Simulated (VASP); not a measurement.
Crystal: Te.

```
Te
1.0
     5.11506    0.00000    0.00000
    -2.55753    4.42977    0.00000
     0.00000    0.00000    6.24455
Te
4
Cartesian
  0.0000 0.0000 1.5611
  0.0000 0.0000 4.6834
  0.0000 2.9532 4.6834
  2.5575 1.4766 1.5611
```

```yaml
Program: VASP 6.6.1
Task: relaxation of cell and atoms
Functional: PBEsol
Potentials_or_basis: VASP PAW PBE potentials, release 64 (Te)
Cutoff: 600 eV
k_mesh: 6 × 6 × 4
Occupations: gaussian, width 0.1 eV
Spin: no spin polarisation
```

At the start: pressure 0.3 GPa; volume 35.37 Å³/atom.

Q: Where does the relaxation end?

A: Over 5 steps the energy falls by 23.4 meV/atom and the volume is 35.06 Å³/atom (-0.9 %); space group P6_3/mmc (No. 194, to 0.05 Å).

Step by step:
| step | energy change (eV) | largest force (eV/Å) | pressure (GPa) | volume (Å³) |
| --- | --- | --- | --- | --- |
| 1 | 0.0000 | 0.0000 | 0.28 | 141.49 |
| 2 | -0.0831 | 0.0000 | -0.62 | 142.66 |
| 3 | -0.0867 | 0.0000 | -0.77 | 142.89 |
| 4 | -0.0929 | 0.0000 | 0.19 | 139.39 |
| 5 | -0.0937 | 0.0000 | -0.05 | 140.24 |

Final structure:
```yaml
crystal:
  lattice:
    - [5.21293, 0.00000, 0.00000]
    - [-2.60647, 4.51453, 0.00000]
    - [0.00000, 0.00000, 5.95925]
  atoms:
    - { symbol: Te, position: [0.00000, 0.00000, 0.25000] }
    - { symbol: Te, position: [0.00000, 0.00000, 0.75000] }
    - { symbol: Te, position: [0.33333, 0.66667, 0.75000] }
    - { symbol: Te, position: [0.66667, 0.33333, 0.25000] }
```

Caveat: the PAW data sets were made with another functional, which shifts forces and pressure a little.
